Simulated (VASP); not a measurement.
A run of VASP 6.6.1 is set up as follows.

The input POSCAR:

```
In
1.0
    3.3354847820      0.0000000000      0.0000000000
   -1.6677423910      2.8886145552      0.0000000000
    0.0000000000      0.0000000000      5.5091429200
In
2
Direct
    0.6666666667      0.3333333333      0.7500000000
    0.3333333333      0.6666666667      0.2500000000
```

Contents of INCAR.step1:

```
SYSTEM = In
PREC = Accurate
ENCUT = 400
EDIFF = 1E-5
ISMEAR = -1
SIGMA = 0.05
LREAL = .False.
LASPH = .True.
NELM = 120
ALGO = Normal
ISIF = 2
LWAVE = .True.
NBANDS = 20
GGA = PE
GGA_COMPAT = .False.
```

File INCAR.step2:

```
SYSTEM = In
PREC = Accurate
ENCUT = 400
EDIFF = 1E-6
ISMEAR = -1
SIGMA = 0.05
LREAL = .False.
LASPH = .True.
NELM = 120
ALGO = Normal
ISIF = 2
LWAVE = .False.
LCHARG = .True.
GGA = PE
LHFCALC = .True.
AEXX = 0.25
HFSCREEN = 0.3
PRECFOCK = Normal
LELF = .True.
LVHAR = .True.
NBANDS = 20
ISTART = 1
GGA_COMPAT = .False.
```

Contents of KPOINTS:

```
regular mesh
0
Gamma
  5 5 3
  0 0 0
```

Potentials or basis: VASP PAW PBE potentials, release 64 (In_d).

Run with:

```sh
$ cat potpaw_PBE.64/In_d/POTCAR > POTCAR
$ cp INCAR.step1 INCAR
$ mpirun -np 1 vasp_std > vasp.out
$ cp INCAR.step2 INCAR
$ mpirun -np 1 vasp_std > vasp.out
```

(1) Predict the pressure.

(2) Predict the band gap on the k mesh.

Answers

(1) 0.1 GPa.

(2) zero (bands 13 and 14 overlap by 2.38 eV).

Caveat: the k points lie up to 0.44 Å⁻¹ apart, too coarse for converged energies and pressures of a metal; the PAW data sets were made with another functional, which shifts forces and pressure a little; spin-orbit coupling is left out, which moves the levels of the heavy elements.
